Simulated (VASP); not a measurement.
Runs of VASP 6.6.1 on Ru. The structure is that of space group P6_3/mmc (No. 194), or close to it. The cells are those of the table. 

```tsv
cell	further INCAR settings	gap on the mesh (eV)	pressure (GPa)
a = 2.525, b = 2.525, c = 4.785 Å, angles 90.0, 90.0, 120.0°, 2 atoms	ALGO = Fast; EDIFF = 1e-06; NBANDS = 21	none	26.4
a = 2.612, b = 2.612, c = 4.659 Å, angles 90.0, 90.0, 120.0°, 2 atoms	ALGO = Fast; EDIFF = 1e-06; NBANDS = 21	none	4.3
a = 2.890, b = 2.890, c = 3.806 Å, angles 90.0, 90.0, 120.0°, 2 atoms	ALGO = Fast; EDIFF = 1e-07; NBANDS = 21	none	(a)
a = 2.540, b = 2.540, c = 4.531 Å, angles 90.0, 90.0, 120.0°, 2 atoms	ALGO = Fast; EDIFF = 1e-06; NBANDS = 21	none	(b)
a = 2.560, b = 2.560, c = 4.851 Å, angles 90.0, 90.0, 120.0°, 2 atoms	ALGO = Fast; EDIFF = 1e-07; NBANDS = 21	none	11.1
```

Alike in all rows: task single point; level PBE; potentials or basis VASP PAW PBE potentials, release 64 (Ru_pv); no spin polarisation; k mesh 21 × 21 × 12; cutoff (eV) 520; smearing gaussian 0.15 eV.

Problem. Fill in the values left out.

Solution. (a) 12.6; (b) 37.2.

Caveats: the stress differs along the axes, from -30 to 55 GPa (at least some runs); the stress differs along the axes, from -32 to 23 GPa (at least some runs); the stress differs along the axes, from -7 to 53 GPa (at least some runs); the stress differs along the axes, from -11 to 61 GPa (at least some runs); the stress differs along the axes, from -38 to 35 GPa (at least some runs).

A k mesh can miss the band edges, and the runs leave out spin-orbit coupling on Ru.

A gap of «none» marks levels without a gap at the run's occupations.
